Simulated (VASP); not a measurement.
Runs of VASP 6.6.1 on PbS. The structure is that of space group Cmcm (No. 63), or close to it. The cells are those of the table. 

```tsv
cell	gap on the mesh (eV)	pressure (GPa)	largest force (eV/Å)
a = 6.532, b = 6.532, c = 4.034 Å, angles 90.0, 90.0, 141.7°, 4 atoms	0.70	-3.4	0.34
a = 6.437, b = 6.437, c = 4.154 Å, angles 90.0, 90.0, 141.7°, 4 atoms	0.97	-3.4	0.23
a = 6.152, b = 6.152, c = 4.548 Å, angles 90.0, 90.0, 141.7°, 4 atoms	(b)	-3.3	0.35
a = 6.247, b = 6.247, c = 4.411 Å, angles 90.0, 90.0, 141.7°, 4 atoms	1.21	-3.5	0.14
a = 6.342, b = 6.342, c = 4.279 Å, angles 90.0, 90.0, 141.7°, 4 atoms	(a)	-3.5	0.10
```

Alike in all rows: task single point; level LDA; potentials or basis VASP PAW LDA potentials, release 64 (Pb_d, S); no spin polarisation; k mesh 6 × 6 × 6; cutoff (eV) 520; smearing gaussian 0.05 eV.

Estimate the missing entries.

(a) 1.07; (b) 1.13.

Caveats: the cell stands under tension; spin-orbit coupling is left out, which moves the levels of the heavy elements.

A k mesh can miss the band edges, and the runs leave out spin-orbit coupling on Pb.
